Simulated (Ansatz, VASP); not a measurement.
**One calculation of B3C2Br, two programs**

```
B C Br
1.0
    -1.56642    1.56642    5.13741
     1.56642   -1.56642    5.13741
     1.56642    1.56642   -5.13741
B C Br
3 2 1
Direct
  0.75000 0.25000 0.50000
  0.50000 0.50000 0.00000
  0.25000 0.75000 0.50000
  0.66684 0.66684 0.00000
  0.33316 0.33316 0.00000
  0.00000 0.00000 0.00000
```

Change from the starting cell: species swapped into the CsLi2F3 type (I4/mmm, No. 139).

Alike in both runs: functional PBE; k mesh 6 × 6 × 6; occupations gaussian, width 0.1 eV; no spin polarisation.

Ansatz relaxed the structure, and its values are those at the end. VASP's run is a single point on that final structure, the one shown.

```csv
,VASP,Ansatz
version,VASP 6.6.1,Ansatz 0.2.0
potentials or method,"VASP PAW PBE potentials, release 64 (B, C, Br), cutoff 520 eV","scalar-relativistic, plane waves, PAW"
valence electrons in the cell,24,24
```

|  | VASP | Ansatz | Ansatz less VASP |
| --- | --- | --- | --- |
| gap on the k mesh at the Fermi level (eV) | none | none | - |
| pressure (GPa) | 0.1 | 0.0 | -0.08 |

A gap of «none» marks a metal or a gap that the smearing closes.

The k mesh is coarse, so the values compare programs but aren't converged.
